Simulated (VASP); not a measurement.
# AlN in VASP: notebook

Aim: see how the results for AlN move with the level of theory and the settings. Levels: PBE, r2SCAN. Tasks: single point.

Program: VASP 6.6.1. These are calculated values, not measurements. Logs are shortened: lines on timing, memory, paths and dates and some standing lists are left out, and cuts for length are marked.

### Step 1. The cell of the first run

It takes space group F-43m (No. 216, cubic). The conventional cell has a = 4.370 Å, b = 4.370 Å, c = 4.370 Å, α = 90.00°, β = 90.00°, γ = 90.00°. Al (site symmetry -43m) has 4 N at 1.89 Å within 2.5 Å. N (site symmetry -43m) has 4 Al at 1.89 Å within 2.5 Å.

### Step 2. Single point, PBE

INCAR

```
SYSTEM = AlN
PREC = Accurate
ENCUT = 520
EDIFF = 1E-6
ISMEAR = -1
SIGMA = 0.02
LREAL = .FALSE.
LASPH = .TRUE.
NELM = 80
ALGO = Normal
ISIF = 2
LWAVE = .FALSE.
LCHARG = .FALSE.
GGA = PE
NBANDS = 11
```

KPOINTS

```
regular mesh
0
G
  10 10 10
  0 0 0
```

POSCAR

```
AlN
1.0
    0.0000000000      2.1848764830      2.1848764830
    2.1848764830      0.0000000000      2.1848764830
    2.1848764830      2.1848764830      0.0000000000
Al N
1 1
Direct
    0.0000000000      0.0000000000      0.0000000000
    0.7500000000      0.7500000000      0.7500000000
```

Potentials or basis: VASP PAW PBE potentials, release 64 (Al, N).

Started as:

```sh
$ cat potpaw_PBE.64/Al/POTCAR potpaw_PBE.64/N/POTCAR > POTCAR
$ mpirun -np 1 vasp_std > vasp.out
```

OUTCAR:

```text
SYSTEM = AlN
   PREC = Accurate
   ENCUT = 520
   EDIFF = 1E-6
   ISMEAR = -1
   LREAL = .FALSE.
   LASPH = .TRUE.
   NELM = 80
   ISIF = 2
   GGA = PE

 ion  position               nearest neighbor table
   1  0.000  0.000  0.000-   2 1.89   2 1.89   2 1.89   2 1.89
   2  0.750  0.750  0.750-   1 1.89   1 1.89   1 1.89   1 1.89

  LATTYP: Found a face centered cubic cell.
 ALAT       =     4.3697529660

  Lattice vectors:

 A1 = (   0.0000000000,   2.1848764830,   2.1848764830)
 A2 = (   2.1848764830,   0.0000000000,   2.1848764830)
 A3 = (   2.1848764830,   2.1848764830,   0.0000000000)

Analysis of symmetry for initial positions (statically):
=====================================================================
 Subroutine PRICEL returns:
 Original cell was already a primitive cell.

 Routine SETGRP: Setting up the symmetry group for a
 face centered cubic supercell.

 Subroutine GETGRP returns: Found 24 space group operations
 (whereof 24 operations were pure point group operations)
 out of a pool of 48 trial point group operations.

The static configuration has the point symmetry T_d .

Analysis of symmetry for dynamics (positions and initial velocities):
=====================================================================
 Subroutine PRICEL returns:
 Original cell was already a primitive cell.

 Routine SETGRP: Setting up the symmetry group for a
 face centered cubic supercell.

 Subroutine GETGRP returns: Found 24 space group operations
 (whereof 24 operations were pure point group operations)
 out of a pool of 48 trial point group operations.

The dynamic configuration has the point symmetry T_d .

 Subroutine INISYM returns: Found 24 space group operations
 (whereof 24 operations are pure point group operations),
 and found     1 'primitive' translations

----------------------------------------------------------------------------------------

                                     Primitive cell

  volume of cell :      20.8598

  direct lattice vectors                    reciprocal lattice vectors
     0.000000000  2.184876483  2.184876483    -0.228845888  0.228845888  0.228845888
     2.184876483  0.000000000  2.184876483     0.228845888 -0.228845888  0.228845888
     2.184876483  2.184876483  0.000000000     0.228845888  0.228845888 -0.228845888

  length of vectors
     3.089881954  3.089881954  3.089881954     0.396372706  0.396372706  0.396372706

  position of ions in fractional coordinates (direct lattice)
     0.000000000  0.000000000  0.000000000
     0.750000000  0.750000000  0.750000000

  ion indices of the primitive-cell ions
   primitive index   ion index
                 1           1
                 2           2

----------------------------------------------------------------------------------------

 KPOINTS: regular mesh

Automatic generation of k-mesh.
 Grid dimensions read from file:
 generate k-points for:   10   10   10

 Generating k-lattice:

  Cartesian coordinates                     Fractional coordinates (reciprocal lattice)
    -0.022884589  0.022884589  0.022884589     0.100000000  0.000000000  0.000000000
     0.022884589 -0.022884589  0.022884589     0.000000000  0.100000000  0.000000000
     0.022884589  0.022884589 -0.022884589     0.000000000  0.000000000  0.100000000

  Length of vectors
     0.039637271  0.039637271  0.039637271

  Shift w.r.t. Gamma in fractional coordinates (k-lattice)
     0.000000000  0.000000000  0.000000000

 Subroutine IBZKPT returns following result:
 ===========================================

 Found     47 irreducible k-points:

 Following reciprocal coordinates:
            Coordinates               Weight
  0.000000  0.000000  0.000000      1.000000
  0.100000  0.000000  0.000000      8.000000
  0.200000  0.000000  0.000000      8.000000
  0.300000  0.000000  0.000000      8.000000
  0.400000  0.000000  0.000000      8.000000
  0.500000  0.000000  0.000000      4.000000
[... 16 lines left out ...]
  0.300000  0.300000  0.000000      6.000000
  0.400000  0.300000  0.000000     24.000000
 [... further k-points ...]
   k-points           NKPTS =     47   k-points in BZ     NKDIM =     47   number of bands    NBANDS=     11
   number of dos      NEDOS =    301   number of ions     NIONS =      2
   total plane-waves  NPLWV =  13824
   dimension x,y,z NGX =    24 NGY =   24 NGZ =   24
   dimension x,y,z NGXF=    48 NGYF=   48 NGZF=   48
   ions per type =               1   1
   NGX,Y,Z   is equivalent  to a cutoff of  12.91, 12.91, 12.91 a.u.
   NGXF,Y,Z  is equivalent  to a cutoff of  25.83, 25.83, 25.83 a.u.
 SYSTEM =  AlN
   PREC   = accura    normal or accurate (medium, high low for compatibility)
   ISTART =      0    job   : 0-new  1-cont  2-samecut
   ICHARG =      2    charge: 1-file 2-atom 10-const
   ISPIN  =      1    spin polarized calculation?
   LNONCOLLINEAR =      F non collinear calculations
   LSORBIT =      F    spin-orbit coupling
   LASPH  =      T    aspherical Exc in radial PAW
   ENCUT  =  520.0 eV  38.22 Ry    6.18 a.u.   5.75  5.75  5.75*2*pi/ulx,y,z
   NELM   =     80;   NELMIN=  2; NELMDL= -5     # of ELM steps
   EDIFF  = 0.1E-05   stopping-criterion for ELM
   LREAL  =      F    real-space projection
   EDIFFG = 0.1E-04   stopping-criterion for IOM
   NSW    =      0    number of steps for IOM
   IBRION =     -1    ionic relax: 0-MD 1-quasi-New 2-CG
   NFREE  =      0    steps in history (QN), initial steepest desc. (CG)
   ISIF   =      2    stress and relaxation
   ISYM   =      2    0-nonsym 1-usesym 2-fastsym
   POTIM  = 0.5000    time-step for ionic-motion
   TEBEG  =    0.0;   TEEND  =   0.0 temperature during run
   PSTRESS=    0.0 pullay stress
   NELECT =       8.0000    total number of electrons
   NUPDOWN=      -1.0000    fix difference up-down
   EMIN   =  10.00;   EMAX   =-10.00  energy-range for DOS
   EFERMI =   0.00;   METHOD = LEGACY
   ISMEAR =    -1;   SIGMA  =   0.02  broadening in eV -4-tet -1-fermi 0-gaus
   EFERMI_NEDOS =   21; number of points for ismear=-14 and -15
   IALGO  =     38    algorithm
   IMIX   =      4    mixing-type and parameters
     AMIX     =   0.40;   BMIX     =  1.00
     AMIX_MAG =   1.60;   BMIX_MAG =  1.00
  volume/ion in A,a.u.               =      10.43        70.38
  Fermi-wavevector in a.u.,A,eV,Ry     =   1.189418  2.247675 19.248377  1.414716
  Thomas-Fermi vector in A             =   2.325526
   LORBIT       =      0    0 simple, 1 ext, 2 COOP (PROOUT), +10 PAW based schemes
   GGA     = PE    functional components
   LHFCALC =     F    Hartree Fock is set to
   AEXX    =    0.0000 exact exchange contribution
   IVDW    =     0    specifies the selected vdW correction
   LEPSILON=     F    determine dielectric tensor
   LRPA    =     F    only Hartree local field effects (RPA)
 non-spin polarized calculation
  energy-cutoff  :      520.00
  volume of cell :       20.86
 maximum number of plane-waves:       588
   NGX = 11   NGY = 11   NGZ = 11

 number of electron       8.0000000 magnetization

 Free energy of the ion-electron system (eV)
  ---------------------------------------------------
  ext. energy  EPLUGINS =         0.00000000
  ---------------------------------------------------
  free energy    TOTEN  =       -14.84117533 eV

  energy without entropy =      -14.84117533  energy(sigma->0) =      -14.84117533

 E-fermi :   6.3702     XC(G=0): -10.9284

 val. band max:        5.9585755761   @ k =   0.0000   0.0000   0.0000
 cond. band min:       9.2756718762   @ k =   0.5000   0.5000   0.0000
 fundamental gap:      3.3170963001
 Fermi energy:         6.3701770021

 k-point     1 :       0.0000    0.0000    0.0000
  band No.  band energies     occupation
      1      -9.0151      2.00000
      2       5.9586      2.00000
      3       5.9586      2.00000
      4       5.9586      2.00000
      5      10.1437      0.00000
      6      18.5069      0.00000
      7      18.5069      0.00000
      8      18.5069      0.00000
      9      23.6376      0.00000
     10      23.6376      0.00000
     11      25.0371      0.00000

 k-point     2 :       0.1000    0.0000    0.0000
  band No.  band energies     occupation
      1      -8.8690      2.00000
      2       5.1475      2.00000
      3       5.9070      2.00000
      4       5.9070      2.00000
      5      10.8046      0.00000
      6      18.1184      0.00000
      7      18.6406      0.00000
      8      18.6406      0.00000
      9      22.3821      0.00000
     10      22.3821      0.00000
     11      24.2490      0.00000

 k-point     3 :       0.2000    0.0000    0.0000
  band No.  band energies     occupation
      1      -8.4531      2.00000
      2       3.5443      2.00000
      3       5.7784      2.00000
      4       5.7784      2.00000
      5      11.9292      0.00000
      6      17.3178      0.00000
      7      18.5716      0.00000
      8      18.5716      0.00000
      9      21.8502      0.00000
     10      21.8502      0.00000
     11      23.3788      0.00000

 k-point     4 :       0.3000    0.0000    0.0000
  band No.  band energies     occupation
      1      -7.8489      2.00000
      2       1.9007      2.00000
      3       5.6309      2.00000
      4       5.6309      2.00000
      5      12.7724      0.00000
      6      16.5592      0.00000
      7      17.9129      0.00000
      8      17.9129      0.00000
      9      22.9067      0.00000
     10      22.9067      0.00000
     11      23.1885      0.00000

 k-point     5 :       0.4000    0.0000    0.0000
  band No.  band energies     occupation
      1      -7.2448      2.00000
      2       0.6183      2.00000
      3       5.5198      2.00000
      4       5.5198      2.00000
      5      13.2022      0.00000
      6      16.0194      0.00000
      7      17.3161      0.00000
      8      17.3161      0.00000
      9      23.6084      0.00000
     10      24.7362      0.00000
     11      24.7362      0.00000
[... 211 lines left out ...]
 k-point    21 :      -0.3000    0.2000    0.0000
  band No.  band energies     occupation
      1      -7.0907      2.00000
      2       1.3607      2.00000
      3       3.7668      2.00000
      4       5.4402      2.00000
      5      13.8435      0.00000
      6      15.0099      0.00000
      7      17.7304      0.00000
      8      18.2613      0.00000
      9      22.3450      0.00000
     10      24.6607      0.00000
     11      27.2461      0.00000

 k-point    22 :      -0.2000    0.2000    0.0000
  band No.  band energies     occupation
      1      -7.6504      2.00000
      2       2.2033      2.00000
      3       4.2700      2.00000
      4       5.7045      2.00000
      5      13.5104      0.00000
      6      15.9079      0.00000
      7      17.3487      0.00000
      8      18.4523      0.00000
      9      20.9252      0.00000
     10      24.3894      0.00000
     11      27.3040      0.00000

 k-point    23 :       0.3000    0.3000    0.0000
  band No.  band energies     occupation
      1      -7.4735      2.00000
      2       2.4455      2.00000
      3       4.7204      2.00000
      4       4.7204      2.00000
      5      11.2846      0.00000
      6      15.6530      0.00000
      7      17.8289      0.00000
      8      20.4469      0.00000
      9      20.4469      0.00000
     10      26.3321      0.00000
     11      29.7132      0.00000

 k-point    24 :       0.4000    0.3000    0.0000
  band No.  band energies     occupation
      1      -7.0116      2.00000
      2       1.8127      2.00000
      3       4.2587      2.00000
      4       4.5570      2.00000
      5      10.8717      0.00000
      6      15.4860      0.00000
      7      18.1968      0.00000
      8      20.5340      0.00000
      9      21.0430      0.00000
     10      27.2580      0.00000
     11      29.5024      0.00000

 [... further k-points ...]

------------------------ aborting loop because EDIFF is reached ----------------------------------------

  FORCE on cell =-STRESS in cart. coord.  units (eV):
  Direction    XX          YY          ZZ          XY          YZ          ZX
  --------------------------------------------------------------------------------------
  -------------------------------------------------------------------------------------
  Total        0.5634920      0.5634920      0.5634920      0.0000000      0.0000000     -0.0000000
  in kB       43.2800404     43.2800404     43.2800404      0.0000000      0.0000000     -0.0000000
  external PRESSURE =      43.2800404 kB  Pullay stress =       0.0000000 kB

 VOLUME and BASIS-vectors are now :
 -----------------------------------------------------------------------------
  energy-cutoff  :      520.00
  volume of cell :       20.86
      direct lattice vectors                 reciprocal lattice vectors
     0.000000000  2.184876483  2.184876483    -0.228845888  0.228845888  0.228845888
     2.184876483  0.000000000  2.184876483     0.228845888 -0.228845888  0.228845888
     2.184876483  2.184876483  0.000000000     0.228845888  0.228845888 -0.228845888

 POSITION                                       TOTAL-FORCE (eV/Angst)
 -----------------------------------------------------------------------------------
      0.00000      0.00000      0.00000        -0.000000     -0.000000     -0.000000
      3.27731      3.27731      3.27731         0.000000      0.000000      0.000000
 -----------------------------------------------------------------------------------
    total drift:                               -0.000000     -0.000000     -0.000000

  FREE ENERGIE OF THE ION-ELECTRON SYSTEM (eV)
  ---------------------------------------------------
  free  energy   TOTEN  =       -14.8411753303 eV

  energy  without entropy=      -14.8411753303  energy(sigma->0) =      -14.84117533
```

Wall time 22 s (1 thread of AMD EPYC 7R13, shared host); peak memory 0.11 GiB.

What came out:

```yaml
Free_energy: -14.8412 eV
Pressure: 4.3 GPa
Band_gap_on_the_k_mesh: 3.32 eV, indirect (least direct gap 4.19 eV)
```

Levels at points of the mesh, in eV from the valence-band top:
```csv
k point,band 1,band 2,band 3,band 4,band 5,band 6,band 7,band 8,band 9
"(0.00, 0.00, 0.00)",-14.97,0.00,0.00,0.00,4.19,12.55,12.55,12.55,17.68
"(0.50, 0.00, 0.00)",-12.93,-5.85,-0.48,-0.48,7.37,9.86,11.14,11.14,17.97
"(0.50, 0.50, 0.00)",-12.30,-4.90,-1.77,-1.77,3.32,8.61,13.94,15.72,15.72
```

A k mesh can miss the band edges. As with any semilocal functional, this PBE gap is likely too small.

(Continued in part 2 of 2.)
